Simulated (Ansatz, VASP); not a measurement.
**LuSi2Rh2C: VASP beside Ansatz**

INCAR

```
SYSTEM = LuSi2Rh2C
ALGO = Normal
EDIFF = 1E-6
ENCUT = 700
GGA = PE
GGA_COMPAT = .False.
ISIF = 2
ISMEAR = -1
LASPH = .True.
LCHARG = .False.
LREAL = .False.
LWAVE = .False.
NBANDS = 44
NELM = 120
PREC = Accurate
SIGMA = 0.1
```

Contents of KPOINTS:

```
k-points
0
Gamma
  5 5 5
  0 0 0
```

POSCAR

```
LuSi2Rh2C
1.0
    0.0000000000      4.0455520000      0.0000000000
    4.0455520000      0.0000000000      0.0000000000
    2.0227760000      2.0227760000     -5.3561720000
C Rh Si Lu
1 2 2 1
Direct
    0.0000000000      0.0000000000      0.0000000000
    0.7500000000      0.2500000000      0.5000000000
    0.2500000000      0.7500000000      0.5000000000
    0.1477200000      0.1477200000      0.7045600000
    0.8522800000      0.8522800000      0.2954400000
    0.5000000000      0.5000000000      0.0000000000
```

Input for Ansatz:

```yaml
crystal:
  lattice:
    - [0.0, 4.045552, 0.0]
    - [4.045552, 0.0, 0.0]
    - [2.022776, 2.022776, -5.356172]
  atoms:
    - { symbol: C, position: [0.0, 0.0, 0.0] }
    - { symbol: Rh, position: [0.75, 0.25, 0.5] }
    - { symbol: Rh, position: [0.25, 0.75, 0.5] }
    - { symbol: Si, position: [0.14772, 0.14772, 0.70456] }
    - { symbol: Si, position: [0.85228, 0.85228, 0.29544] }
    - { symbol: Lu, position: [0.5, 0.5, 0.0] }
  symmetry: { tolerance: 0.0003 }
kpoints:
  mp_grid: { grid: [5, 5, 5], shift: [0, 0, 0] }
magnetization:
  spin_polarized: false
scf:
  occupations: { method: fermi_dirac }
hamiltonian:
  pseudopotentials: { kind: paw }
  xc: pbe
basis:
  ecutwfc: 420
output:
  forces: true
  stress: true
  eigenvalues: true
```

Alike in both runs: task single point; functional PBE; k mesh 5 × 5 × 5; no spin polarisation.

|  | VASP | Ansatz |
| --- | --- | --- |
| version | VASP 6.6.1 | Ansatz 0.2.0 |
| potentials or method | VASP PAW PBE potentials, release 64 (C, Rh_sv_GW, Si, Lu), cutoff 700 eV | PAW plane waves |
| occupations | fermi-dirac, width 0.1 eV | fermi-dirac |
| valence electrons in the cell | 71 | 71 |

Ansatz gave:

| Quantity | Value |
| --- | --- |
| gap on the k mesh at the Fermi level (eV) | none |
| pressure (GPa) | 20.3 |
| traceless stress, the component that is largest in VASP (GPa) | 32.91 |
| rms of the force components (eV/Å) | 1.814 |

Problem. What did VASP give for the same quantities?

Solution. gap on the k mesh at the Fermi level (eV): none; pressure (GPa): 20.2; traceless stress, the component that is largest in VASP (GPa): 32.76; rms of the force components (eV/Å): 1.794.

Atom by atom the forces differ by 0.020 eV/Å (rms over components). A gap of «none» marks a metal or a gap that the smearing closes.

Neither program's run includes spin-orbit coupling.
